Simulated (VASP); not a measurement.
Wanted: the native input for a VASP 6.6.1 run.

| Quantity | Value |
| --- | --- |
| Task | single point |
| Functional | LDA |
| Potentials or basis | VASP PAW LDA potentials, release 64 (B, P) |
| Cutoff | 500 eV |
| k mesh | 15 × 15 × 15 |
| Occupations | fermi-dirac, width 0.1 eV |
| Spin | no spin polarisation |
| Dipole correction | no |
| Further INCAR settings | ALGO = Normal; EDIFF = 1e-06; NBANDS = 11 |

The structure of BP (rocksalt type) lies in POSCAR:

```
BP
1.0
    0.0000000000      2.1327757138      2.1327757138
    2.1327757138      0.0000000000      2.1327757138
    2.1327757138      2.1327757138      0.0000000000
B P
1 1
Direct
    0.0000000000      0.0000000000      0.0000000000
    0.5000000000      0.5000000000      0.5000000000
```

One way to write it, as run:

INCAR

```
PREC = Accurate
ENCUT = 500
EDIFF = 1E-6
ISMEAR = -1
SIGMA = 0.1
LREAL = False
LASPH = True
NELM = 120
ALGO = Normal
ISIF = 2
LWAVE = False
LCHARG = True
GGA = CA
LELF = True
LVHAR = True
NBANDS = 11
GGA_COMPAT = False
```

KPOINTS

```
regular mesh
0
Gamma
  15 15 15
```

Potentials or basis: VASP PAW LDA potentials, release 64 (B, P).

The run is started by

```console
$ cat potpaw_LDA.64/B/POTCAR potpaw_LDA.64/P/POTCAR > POTCAR
$ mpirun -np 1 vasp_std > vasp.out
```

Results of the run:

| Quantity | Value |
| --- | --- |
| Pressure | 0.0 GPa |
| Band gap on the k mesh | zero (band 4 reaches 11.63 eV, above the bottom of band 5 at 7.66 eV) |

It took 7.4 s on 1 thread of Intel(R) Xeon(R) Platinum 8481C CPU @ 2.70GHz (Sapphire Rapids) (shared host), peak memory 0.14 GiB.
